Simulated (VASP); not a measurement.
A run of VASP 6.6.1 is set up as follows.

The input INCAR:

```
ALGO = Normal ; EDIFF = 1E-6
ENCUT = 520 ; GGA = PE
ISIF = 2 ; ISMEAR = 0
LASPH = T ; LCHARG = T
LELF = T ; LREAL = F
LVHAR = T ; LWAVE = F
NBANDS = 18 ; NELM = 60
PREC = Accurate ; SIGMA = 0.05
```

File KPOINTS:

```
k-points
0
Gamma
  8 8 8
```

File POSCAR:

```
HfO2
1.0
    0.0000000000      2.6762460493      2.4213654731
    2.6762460493      0.0000000000      2.4213654731
    2.6762460493      2.6762460493      0.0000000000
Hf O
1 2
Direct
    0.0000000000      0.0000000000      0.0000000000
    0.2500000000      0.2500000000      0.2500000000
    0.7500000000      0.7500000000      0.7500000000
```

Potentials or basis: VASP PAW PBE potentials, release 64 (Hf_pv, O).

Command:

```console
$ cat potpaw_PBE.64/Hf_pv/POTCAR potpaw_PBE.64/O/POTCAR > POTCAR
$ mpirun -np 1 vasp_std > vasp.out
```

Predict the pressure.

-13.0 GPa.

What does it give for the band gap on the k mesh?

2.42 eV, indirect (least direct gap 2.71 eV).

Stress tensor (GPa, compression positive):
```
-27.33   0.00   0.00
  0.00 -27.33   0.00
  0.00   0.00  15.70
```

Caveat: the cell differs from its parent crystal (strain +0.050 along x and y, -0.050 along z); spin-orbit coupling is left out, which moves the levels of the heavy elements. A k mesh can miss the band edges.
